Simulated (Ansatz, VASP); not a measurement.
Two plane-wave programs on SiC

INCAR

```
ALGO = Normal
EDIFF = 1E-6
ENCUT = 520
GGA = PE
ISIF = 2
ISMEAR = 0
LASPH = T
LCHARG = F
LREAL = F
LWAVE = F
NBANDS = 16
NELM = 100
PREC = Accurate
SIGMA = 0.05
```

KPOINTS

```
k-points
0
Gamma
  12 12 6
```

File POSCAR:

```
SiC
1.0
    3.0919867344      0.0000000000     -0.0154599337
   -1.5459933672      2.6777390602      0.0077299668
   -0.0253688230      0.0000000000      5.0737646004
Si C
2 2
Direct
    0.3333333333      0.6666666667      0.0045636718
    0.6666666667      0.3333333333      0.5045636718
    0.3333333333      0.6666666667      0.3804363282
    0.6666666667      0.3333333333      0.8804363282
```

Input for Ansatz:

```yaml
crystal:
  lattice:
    - [3.0919867344, 0.0, -0.0154599337]
    - [-1.5459933672, 2.6777390602, 0.0077299668]
    - [-0.025368823, 0.0, 5.0737646004]
  atoms:
    - { symbol: Si, position: [0.3333333333, 0.6666666667, 0.0045636718] }
    - { symbol: Si, position: [0.6666666667, 0.3333333333, 0.5045636718] }
    - { symbol: C, position: [0.3333333333, 0.6666666667, 0.3804363282] }
    - { symbol: C, position: [0.6666666667, 0.3333333333, 0.8804363282] }
basis:
  ecutwfc: 420
kpoints:
  mp_grid: { grid: [12, 12, 6] }
hamiltonian:
  xc: pbe
scf:
  occupations: { method: gaussian, width: 0.05 }
output:
  forces: true
  stress: true
  eigenvalues: true
```

Change from the starting cell: strain -0.0100 x Voigt [0, 0, 0, 0, 1, 0], atoms carried along.

Alike in both runs: task single point; functional PBE; k mesh 12 × 12 × 6; occupations gaussian, width 0.05 eV; no spin polarisation.

|  | VASP | Ansatz |
| --- | --- | --- |
| version | VASP 6.6.1 | Ansatz 0.2.0 |
| potentials or method | VASP PAW PBE potentials, release 64 (Si, C), cutoff 520 eV | scalar-relativistic, plane waves, PAW |
| valence electrons in the cell | 16 | 16 |

|  | VASP | Ansatz | Ansatz less VASP |
| --- | --- | --- | --- |
| gap on the k mesh at the Fermi level (eV) | 2.30 | 2.30 | +0.003 |
| least direct gap on the mesh (eV) | 3.94 | 3.94 | +0.003 |
| pressure (GPa) | 0.0 | 0.0 | +0.05 |
| traceless stress, the component that is largest in VASP (GPa) | 1.63 | 1.63 | -0.005 |
| rms of the force components (eV/Å) | 0.031 | 0.031 | +0.0001 |

Atom by atom the forces differ by 0.000 eV/Å (rms over components).
